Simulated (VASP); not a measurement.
Set up this calculation in VASP 6.6.1, as the native input.

- Task: single point
- Functional: PBE
- Potentials or basis: VASP PAW PBE potentials, release 64 (Rb_sv, Ho_3, Br), 4f in core
- Cutoff: 500 eV
- k mesh: 6 × 6 × 2
- Occupations: gaussian, width 0.1 eV
- Spin: no spin polarisation
- Dipole correction: no
- Mended: yes
- Further INCAR settings: ALGO = Normal; EDIFF = 1e-06; NBANDS = 32

The structure of RbHoBr4 lies in POSCAR:

```
RbHoBr4
1.0
    4.9576029000      0.0000000000      0.0000000000
   -2.4788014500      4.2934100600      0.0000000000
    0.0000000000      0.0000000000     10.1689125100
Rb Ho Br
1 1 4
Direct
    0.0000000000      0.0000000000      0.0000000000
    0.0000000000      0.0000000000      0.5000000000
    0.0000000000      0.0000000000      0.7402787900
    0.0000000000      0.0000000000      0.2597212100
    0.3333333300      0.6666666700      0.5000000000
    0.6666666700      0.3333333300      0.5000000000
```

The cell was built from a structure type or drawn by symmetry, and may not be a known phase.

The input as run:

INCAR

```
SYSTEM = RbHoBr4
PREC = Accurate
ENCUT = 500
EDIFF = 1E-6
ISMEAR = 0
SIGMA = 0.1
LREAL = .FALSE.
LASPH = .TRUE.
NELM = 200
ALGO = Normal
ISIF = 2
LWAVE = .FALSE.
LCHARG = .FALSE.
GGA = PE
NBANDS = 32
GGA_COMPAT = .FALSE.
LMAXMIX = 6
```

KPOINTS

```
Automatic mesh
0
G
  6 6 2
  0 0 0
```

Potentials or basis: VASP PAW PBE potentials, release 64 (Rb_sv, Ho_3, Br), 4f in core.

Command:

```bash
$ cat potpaw_PBE.64/Rb_sv/POTCAR potpaw_PBE.64/Ho_3/POTCAR potpaw_PBE.64/Br/POTCAR > POTCAR
$ mpirun -np 1 vasp_std > vasp.out
```

It gave:

- Pressure: 13.7 GPa
- Largest force: 1.023 eV/Å
- Band gap on the k mesh: 0.33 eV (least direct gap 1.59 eV)

Caveat: the cell stands under pressure; spin-orbit coupling is left out, which moves the levels of the heavy elements; the 4f electrons are frozen in the core, so they carry no moment and show no levels; forces of over 1 eV/Å act on the atoms, so gaps and moduli don't describe the material at rest.

Run time: 100 s on 1 thread of Intel(R) Xeon(R) 6975P-C (Granite Rapids), on a shared host, peak memory 0.36 GiB.
